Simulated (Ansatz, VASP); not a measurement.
# One calculation of Cu, two programs

```
Cu
1.0
     0.00000    1.83461    1.86173
     1.83461    0.00000    1.86173
     1.83461    1.83461    0.00000
Cu
1
Direct
  0.00000 0.00000 0.00000
```

Change from the starting cell: strain +0.015 along x and y, +0.030 along z, atoms carried along.

Alike in both runs: task single point; functional PBEsol; k mesh 22 × 22 × 22; occupations gaussian, width 0.15 eV; no spin polarisation.

|  | VASP | Ansatz |
| --- | --- | --- |
| version | VASP 6.6.1 | Ansatz 0.2.0 |
| potentials or method | VASP PAW PBE potentials, release 64 (Cu), cutoff 520 eV | scalar-relativistic, plane waves, PAW |
| valence electrons in the cell | 11 | 19 |

Ansatz gave:

* gap on the k mesh at the Fermi level (eV): none
* pressure (GPa): -13.3
* traceless stress, the component that is largest in VASP (GPa): -0.50

Problem. Estimate VASP's values.

Solution. gap on the k mesh at the Fermi level (eV): none; pressure (GPa): -12.6; traceless stress, the component that is largest in VASP (GPa): -0.50.

VASP's potentials were made for PBE, not for PBEsol. A gap of «none» marks a metal or a gap that the smearing closes. VASP's potentials hold 11 valence electrons a cell and Ansatz's 19, so a difference there can come from the potentials and not from the codes.
